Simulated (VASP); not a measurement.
Set up this calculation in VASP 6.6.1, as the native input.

```yaml
Task: single point
Functional: LDA
Potentials_or_basis: VASP PAW LDA potentials, release 64 (Ba_sv, Ti_sv, O)
Cutoff: 520 eV
k_mesh: 8 × 8 × 8
Occupations: fermi-dirac, width 0.05 eV
Spin: no spin polarisation
Dipole_correction: no
Further_INCAR_settings: ALGO = Normal; EDIFF = 1e-07; NBANDS = 28
```

The structure of BaTiO3 lies in POSCAR:

```
BaTiO3
1.0
    3.9254954135      0.0000000000      0.0000000000
    0.0000000000      3.9254954135      0.0000000000
    0.0000000000      0.0000000000      3.9254954135
Ba Ti O
1 1 3
Direct
    0.5000000000      0.5000000000      0.5000000000
    0.0000000000      0.0000000000      0.0000000000
    0.5000000000      0.0000000000      0.0000000000
    0.0000000000      0.5000000000      0.0000000000
    0.0000000000      0.0000000000      0.5000000000
```

This cell differs from its parent crystal: volume scaled by 0.94.

These files were run (other wordings do the same):

INCAR

```
PREC = Accurate
ENCUT = 520
EDIFF = 1E-7
ISMEAR = -1
SIGMA = 0.05
LREAL = F
LASPH = T
NELM = 100
ALGO = Normal
ISIF = 2
LWAVE = F
LCHARG = T
GGA = CA
LELF = T
LVHAR = T
NBANDS = 28
```

KPOINTS

```
Automatic mesh
0
Gamma
  8 8 8
```

Potentials or basis: VASP PAW LDA potentials, release 64 (Ba_sv, Ti_sv, O).

The run is started by

```sh
$ cat potpaw_LDA.64/Ba_sv/POTCAR potpaw_LDA.64/Ti_sv/POTCAR potpaw_LDA.64/O/POTCAR > POTCAR
$ mpirun -np 1 vasp_std > vasp.out
```

It gave:

| Property | Result |
| --- | --- |
| Pressure | 4.0 GPa |
| Band gap on the k mesh | 1.76 eV, indirect (least direct gap 1.84 eV) |

Caveat: spin-orbit coupling is left out, which moves the levels of the heavy elements.

Wall time 77 s on 1 thread of Intel(R) Xeon(R) Platinum 8488C (Sapphire Rapids) (shared host), peak memory 0.18 GiB.
